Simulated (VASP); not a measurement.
# In3SbAs2 in VASP: a series of runs

The runs below take In3SbAs2 through single point, with PBE.

Everything below comes from runs of VASP 6.6.1. Logs are shortened: lines on timing, memory, paths and dates and some standing lists are left out, and cuts for length are marked.

### Step 1. The cell of the first run

The typed cell holds 12 atoms: a = 4.473 Å, b = 4.473 Å, c = 22.078 Å, α = 90.00°, β = 90.00°, γ = 120.00°.

### Step 2. Single point, PBE

File INCAR:

```
PREC = Accurate
ENCUT = 520
EDIFF = 1E-6
ISMEAR = 0
SIGMA = 0.2
LREAL = F
LASPH = T
NELM = 60
ALGO = Normal
ISIF = 2
LWAVE = F
LCHARG = F
GGA = PE
NBANDS = 66
```

File KPOINTS:

```
regular mesh
0
Gamma
  6 6 1
```

File POSCAR:

```
In3SbAs2
1.0
    4.4733810764      0.0000809956      0.0000373896
   -2.2366217406      3.8740364168     -0.0000906810
    0.0002836989     -0.0005627200     22.0783163382
In Sb As
6 2 4
Direct
    0.6665106656      0.3335173972      0.1602264572
    0.6665386862      0.3335667746      0.5000482709
    0.6666935472      0.3329428311      0.8405524379
    0.3334631140      0.6665743624      0.0000479916
    0.3340102704      0.6671220555      0.3405722698
    0.3327784573      0.6662945658      0.6602072139
    0.6673293306      0.3337745038      0.2906111859
    0.3333240837      0.6662690604      0.7905873338
    0.6661433676      0.3329948754      0.6221818587
    0.6667923100      0.3332088940      0.9618801403
    0.3331770897      0.6668214905      0.1221900351
    0.3332390778      0.6669131893      0.4618928048
```

Potentials or basis: VASP PAW PBE potentials, release 64 (In_d, Sb, As).

Launch:

```sh
> cat potpaw_PBE.64/In_d/POTCAR potpaw_PBE.64/Sb/POTCAR potpaw_PBE.64/As/POTCAR > POTCAR
> mpirun -np 1 vasp_std > vasp.out
```

OUTCAR:

```text
PREC = Accurate
   ENCUT = 520
   EDIFF = 1E-6
   ISMEAR = 0
   LREAL = F
   LASPH = T
   NELM = 60
   ISIF = 2
   GGA = PE

 ion  position               nearest neighbor table
   1  0.667  0.334  0.160-  11 2.72  11 2.72  11 2.72   7 2.88
   2  0.667  0.334  0.500-   9 2.70  12 2.72  12 2.72  12 2.72
   3  0.667  0.333  0.841-  10 2.68   8 2.81   8 2.81   8 2.81
   4  0.333  0.667  0.000-  11 2.70  10 2.72  10 2.72  10 2.72
   5  0.334  0.667  0.341-  12 2.68   7 2.81   7 2.81   7 2.81
   6  0.333  0.666  0.660-   9 2.72   9 2.72   9 2.72   8 2.88
   7  0.667  0.334  0.291-   5 2.81   5 2.81   5 2.81   1 2.88
   8  0.333  0.666  0.791-   3 2.81   3 2.81   3 2.81   6 2.88
   9  0.666  0.333  0.622-   2 2.70   6 2.72   6 2.72   6 2.72
  10  0.667  0.333  0.962-   3 2.68   4 2.72   4 2.72   4 2.72
  11  0.333  0.667  0.122-   4 2.70   1 2.72   1 2.72   1 2.72
  12  0.333  0.667  0.462-   5 2.68   2 2.72   2 2.72   2 2.72

  LATTYP: Found a base centered monoclinic cell.
 ALAT       =    44.8315988270
 B/A-ratio  =     0.0997818769
 C/A-ratio  =     0.4924722054
 COS(beta)  =    -0.9849520272

  Lattice vectors:

 A1 = (   2.2364756369,   3.8746801324, -22.0783696296)
 A2 = (  -2.2369054395,   3.8745991368, -22.0784070192)
 A3 = (   0.0002836989,  -0.0005627200,  22.0783163382)

Analysis of symmetry for initial positions (statically):
=====================================================================
 Subroutine PRICEL returns:
 Original cell was already a primitive cell.

 Routine SETGRP: Setting up the symmetry group for a
 base centered monoclinic supercell.

 Subroutine GETGRP returns: Found  1 space group operations
 (whereof  1 operations were pure point group operations)
 out of a pool of  4 trial point group operations.

The static configuration has the point symmetry C_1 .

Analysis of symmetry for dynamics (positions and initial velocities):
=====================================================================
 Subroutine PRICEL returns:
 Original cell was already a primitive cell.

 Routine SETGRP: Setting up the symmetry group for a
 base centered monoclinic supercell.

 Subroutine GETGRP returns: Found  1 space group operations
 (whereof  1 operations were pure point group operations)
 out of a pool of  4 trial point group operations.

The dynamic configuration has the point symmetry C_1 .

 Subroutine INISYM returns: Found  1 space group operations
 (whereof  1 operations are pure point group operations),
 and found     1 'primitive' translations

----------------------------------------------------------------------------------------

                                     Primitive cell

  volume of cell :     382.6221

  direct lattice vectors                    reciprocal lattice vectors
     4.473381076  0.000080996  0.000037390     0.223542222  0.129059033  0.000000417
    -2.236621741  3.874036417 -0.000090681    -0.000004674  0.258126006  0.000006579
     0.000283699 -0.000562720 22.078316338    -0.000000379  0.000000842  0.045293309

  length of vectors
     4.473381077  4.473324824 22.078316347     0.258122760  0.258126006  0.045293309

  position of ions in fractional coordinates (direct lattice)
     0.666510666  0.333517397  0.160226457
     0.666538686  0.333566775  0.500048271
     0.666693547  0.332942831  0.840552438
     0.333463114  0.666574362  0.000047992
     0.334010270  0.667122056  0.340572270
     0.332778457  0.666294566  0.660207214
     0.667329331  0.333774504  0.290611186
     0.333324084  0.666269060  0.790587334
     0.666143368  0.332994875  0.622181859
     0.666792310  0.333208894  0.961880140
     0.333177090  0.666821490  0.122190035
     0.333239078  0.666913189  0.461892805

  ion indices of the primitive-cell ions
[... 41 lines left out ...]
|           WW  WW  A    A  R   R   N   NN  II  N   NN  G    G                |
|           W    W  A    A  R    R  N    N  II  N    N   GGGG   !!!           |
|                                                                             |
|     Your reciprocal lattice and k-lattice belong to different lattice       |
|     classes:                                                                |
|                                                                             |
|        The reciprocal lattice is triclinic,                                 |
|        whereas your k-lattice is base-centered monoclinic.                  |
|                                                                             |
|     Results are often still useful ...                                      |
|                                                                             |
 -----------------------------------------------------------------------------

 Subroutine IBZKPT returns following result:
 ===========================================

 Found     20 irreducible k-points:

 Following reciprocal coordinates:
            Coordinates               Weight
  0.000000  0.000000  0.000000      1.000000
  0.166667 -0.000000 -0.000000      2.000000
  0.333333 -0.000000 -0.000000      2.000000
  0.500000 -0.000000 -0.000000      1.000000
  0.000000  0.166667 -0.000000      2.000000
  0.166667  0.166667 -0.000000      2.000000
[... 12 lines left out ...]
  0.333333  0.500000 -0.000000      2.000000
  0.500000  0.500000 -0.000000      1.000000
   k-points           NKPTS =     20   k-points in BZ     NKDIM =     20   number of bands    NBANDS=     66
   number of dos      NEDOS =    301   number of ions     NIONS =     12
   total plane-waves  NPLWV = 217728
   dimension x,y,z NGX =    36 NGY =   36 NGZ =  168
   dimension x,y,z NGXF=    72 NGYF=   72 NGZF=  336
   ions per type =               6   2   4
   NGX,Y,Z   is equivalent  to a cutoff of  13.38, 13.38, 12.65 a.u.
   NGXF,Y,Z  is equivalent  to a cutoff of  26.76, 26.76, 25.30 a.u.
 SYSTEM =  unknown system
   PREC   = accura    normal or accurate (medium, high low for compatibility)
   ISTART =      0    job   : 0-new  1-cont  2-samecut
   ICHARG =      2    charge: 1-file 2-atom 10-const
   ISPIN  =      1    spin polarized calculation?
   LNONCOLLINEAR =      F non collinear calculations
   LSORBIT =      F    spin-orbit coupling
   LASPH  =      T    aspherical Exc in radial PAW
   ENCUT  =  520.0 eV  38.22 Ry    6.18 a.u.   8.32  8.32 41.05*2*pi/ulx,y,z
   NELM   =     60;   NELMIN=  2; NELMDL= -5     # of ELM steps
   EDIFF  = 0.1E-05   stopping-criterion for ELM
   LREAL  =      F    real-space projection
   EDIFFG = 0.1E-04   stopping-criterion for IOM
   NSW    =      0    number of steps for IOM
   IBRION =     -1    ionic relax: 0-MD 1-quasi-New 2-CG
   NFREE  =      0    steps in history (QN), initial steepest desc. (CG)
   ISIF   =      2    stress and relaxation
   ISYM   =      2    0-nonsym 1-usesym 2-fastsym
   POTIM  = 0.5000    time-step for ionic-motion
   TEBEG  =    0.0;   TEEND  =   0.0 temperature during run
   PSTRESS=    0.0 pullay stress
   NELECT =     108.0000    total number of electrons
   NUPDOWN=      -1.0000    fix difference up-down
   EMIN   =  10.00;   EMAX   =-10.00  energy-range for DOS
   EFERMI =   0.00;   METHOD = LEGACY
   ISMEAR =     0;   SIGMA  =   0.20  broadening in eV -4-tet -1-fermi 0-gaus
   EFERMI_NEDOS =   21; number of points for ismear=-14 and -15
   IALGO  =     38    algorithm
   IMIX   =      4    mixing-type and parameters
     AMIX     =   0.40;   BMIX     =  1.00
     AMIX_MAG =   1.60;   BMIX_MAG =  1.00
  volume/ion in A,a.u.               =      31.89       215.17
  Fermi-wavevector in a.u.,A,eV,Ry     =   1.073889  2.029356 15.690749  1.153238
  Thomas-Fermi vector in A             =   2.209701
   LORBIT       =      0    0 simple, 1 ext, 2 COOP (PROOUT), +10 PAW based schemes
   GGA     = PE    functional components
   LHFCALC =     F    Hartree Fock is set to
   AEXX    =    0.0000 exact exchange contribution
   IVDW    =     0    specifies the selected vdW correction
   LEPSILON=     F    determine dielectric tensor
   LRPA    =     F    only Hartree local field effects (RPA)
 non-spin polarized calculation
 Gauss-broadening in eV      SIGMA  =   0.20
  energy-cutoff  :      520.00
  volume of cell :      382.62
 maximum number of plane-waves:     10341
 NGX is ok and might be reduce to    36
   NGX = 17   NGY = 17   NGZ = 83

 number of electron     108.0000009 magnetization

 Free energy of the ion-electron system (eV)
  ---------------------------------------------------
  ext. energy  EPLUGINS =         0.00000000
  ---------------------------------------------------
  free energy    TOTEN  =       -44.37012209 eV

  energy without entropy =      -44.35130708  energy(sigma->0) =      -44.36071459

 E-fermi :   4.3297     XC(G=0):  -8.6400

 val. band max:        4.2481002288   @ k =   0.0000   0.0000   0.0000
 cond. band min:       4.3379176904   @ k =   0.0000   0.0000   0.0000
 fundamental gap:      0.0898174616
 Fermi energy:         4.3297005393

 k-point     1 :       0.0000    0.0000    0.0000
  band No.  band energies     occupation
      1     -10.4274      2.00000
      2     -10.4262      2.00000
      3     -10.3789      2.00000
      4     -10.3773      2.00000
      5     -10.3608      2.00000
      6     -10.3608      2.00000
[... 1369 lines left out ...]
     65       7.6366      0.00000
     66       8.3742      0.00000

------------------------ aborting loop because EDIFF is reached ----------------------------------------

  FORCE on cell =-STRESS in cart. coord.  units (eV):
  Direction    XX          YY          ZZ          XY          YZ          ZX
  --------------------------------------------------------------------------------------
  -------------------------------------------------------------------------------------
  Total        0.0363012      0.0371608      0.0285423     -0.0003180      0.0024330      0.0007195
  in kB        0.1520062      0.1556059      0.1195170     -0.0013315      0.0101878      0.0030129
  external PRESSURE =       0.1423764 kB  Pullay stress =       0.0000000 kB

 VOLUME and BASIS-vectors are now :
 -----------------------------------------------------------------------------
  energy-cutoff  :      520.00
  volume of cell :      382.62
      direct lattice vectors                 reciprocal lattice vectors
     4.473381076  0.000080996  0.000037390     0.223542222  0.129059033  0.000000417
    -2.236621741  3.874036417 -0.000090681    -0.000004674  0.258126006  0.000006579
     0.000283699 -0.000562720 22.078316338    -0.000000379  0.000000842  0.045293309

 POSITION                                       TOTAL-FORCE (eV/Angst)
 -----------------------------------------------------------------------------------
      2.23565      1.29202      3.53753         0.000617     -0.000199      0.003825
      2.23576      1.29202     11.04022         0.000299     -0.000497      0.000951
      2.23795      1.28941     18.55798        -0.000405      0.000382     -0.005739
      0.00083      2.58236      0.00101        -0.000398      0.000025      0.000930
      0.00215      2.58429      7.51921        -0.000951     -0.000312     -0.006263
     -0.00142      2.58090     14.57622         0.000567      0.000615      0.004144
      2.23877      1.29295      6.41620        -0.000647     -0.000488      0.001665
      0.00112      2.58073     17.45479        -0.000348      0.000259      0.002666
      2.23531      1.28974     13.73672         0.000500      0.000362      0.000313
      2.23783      1.29038     21.23669        -0.000220      0.000109     -0.001202
     -0.00096      2.58325      2.69770         0.000565     -0.000060     -0.000072
     -0.00080      2.58341     10.19777         0.000423     -0.000197     -0.001218
 -----------------------------------------------------------------------------------
    total drift:                               -0.000007     -0.000015      0.000264

  FREE ENERGIE OF THE ION-ELECTRON SYSTEM (eV)
  ---------------------------------------------------
  free  energy   TOTEN  =       -44.3701220922 eV

  energy  without entropy=      -44.3513070844  energy(sigma->0) =      -44.36071459
```

It used 710 s of CPU time on 1 thread of Intel(R) Xeon(R) Platinum 8488C (Sapphire Rapids), on a shared host.

Results:

```yaml
Free_energy: -44.3701 eV
Pressure: 0.0 GPa
Largest_force: 0.006 eV/Å
Band_gap_on_the_k_mesh: zero (filled and empty bands touch)
```

Forces in eV/Å, atoms in the order of the input:
```
In   0.001  0.000  0.004
In   0.000  0.000  0.001
In   0.000  0.000 -0.006
In   0.000  0.000  0.001
In  -0.001  0.000 -0.006
In   0.001  0.001  0.004
Sb  -0.001  0.000  0.002
Sb   0.000  0.000  0.003
As   0.001  0.000  0.000
As   0.000  0.000 -0.001
As   0.001  0.000  0.000
As   0.000  0.000 -0.001
```

Caveat: semilocal functionals underestimate gaps, so a narrow gap can read as zero; spin-orbit coupling is left out, which moves the levels of the heavy elements.

### Step 3. Single point, PBE

File INCAR:

```
SYSTEM = In3SbAs2
  PREC = Accurate
  ENCUT = 520
  EDIFF = 1E-6
  ISMEAR = 0
  SIGMA = 0.1
  LREAL = .FALSE.
  LASPH = .TRUE.
  NELM = 100
  ALGO = Fast
  ISIF = 2
  LWAVE = .FALSE.
  LCHARG = .FALSE.
  GGA = PE
  NBANDS = 66
```

File KPOINTS:

```
regular mesh
0
G
  12 12 2
  0 0 0
```

File POSCAR:

```
In3SbAs2
1.0
    4.4720771137     -0.0000000289      0.0000000000
   -2.2360385318      3.8729324026      0.0000000000
    0.0000000000      0.0000000000     22.0621064000
In Sb As
6 2 4
Direct
    0.6666666667      0.3333333333      0.1605630000
    0.6666666667      0.3333333333      0.5000460000
    0.6666666667      0.3333333333      0.8401680000
    0.3333333333      0.6666666667      0.0000460000
    0.3333333333      0.6666666667      0.3401680000
    0.3333333333      0.6666666667      0.6605630000
    0.6666666667      0.3333333333      0.2907930000
    0.3333333333      0.6666666667      0.7907930000
    0.6666666667      0.3333333333      0.6222050000
    0.6666666667      0.3333333333      0.9617240000
    0.3333333333      0.6666666667      0.1222050000
    0.3333333333      0.6666666667      0.4617240000
```

Potentials or basis: VASP PAW PBE potentials, release 64 (In_d, Sb, As).

Launch:

```sh
> cat potpaw_PBE.64/In_d/POTCAR potpaw_PBE.64/Sb/POTCAR potpaw_PBE.64/As/POTCAR > POTCAR
> mpirun -np 1 vasp_std > vasp.out
```

Wall time 23 min (1 thread of Oxide Virtual Turin-like, shared host); peak memory 0.97 GiB.

Results (log left out):

- Free energy: -44.4119 eV
- Pressure: 0.0 GPa
- Largest force: 0.011 eV/Å
- Band gap on the k mesh: zero (filled and empty bands touch)

Forces in eV/Å, atoms in the order of the input:
```
In   0.000  0.000  0.006
In   0.000  0.000  0.002
In   0.000  0.000 -0.011
In   0.000  0.000  0.002
In   0.000  0.000 -0.011
In   0.000  0.000  0.006
Sb   0.000  0.000  0.009
Sb   0.000  0.000  0.009
As   0.000  0.000 -0.002
As   0.000  0.000 -0.004
As   0.000  0.000 -0.002
As   0.000  0.000 -0.004
```

Levels at points of the mesh, in eV from the Fermi level:
| k point | band 51 | band 52 | band 53 | band 54 | band 55 | band 56 | band 57 | band 58 |
| --- | --- | --- | --- | --- | --- | --- | --- | --- |
| (0.00, 0.00, 0.00) | -0.43 | -0.10 | -0.10 | -0.01 | -0.01 | -0.01 | 0.06 | 0.47 |
| (0.50, 0.00, 0.00) | -1.76 | -1.55 | -1.27 | -1.08 | 0.63 | 0.75 | 1.09 | 1.24 |
| (0.00, 0.00, 0.50) | -0.05 | -0.05 | -0.05 | -0.05 | 0.01 | 0.01 | 0.17 | 0.17 |
| (0.50, 0.00, 0.50) | -1.82 | -1.82 | -1.16 | -1.16 | 0.87 | 0.87 | 1.03 | 1.03 |

Caveat: semilocal functionals underestimate gaps, so a narrow gap can read as zero; spin-orbit coupling is left out, which moves the levels of the heavy elements.
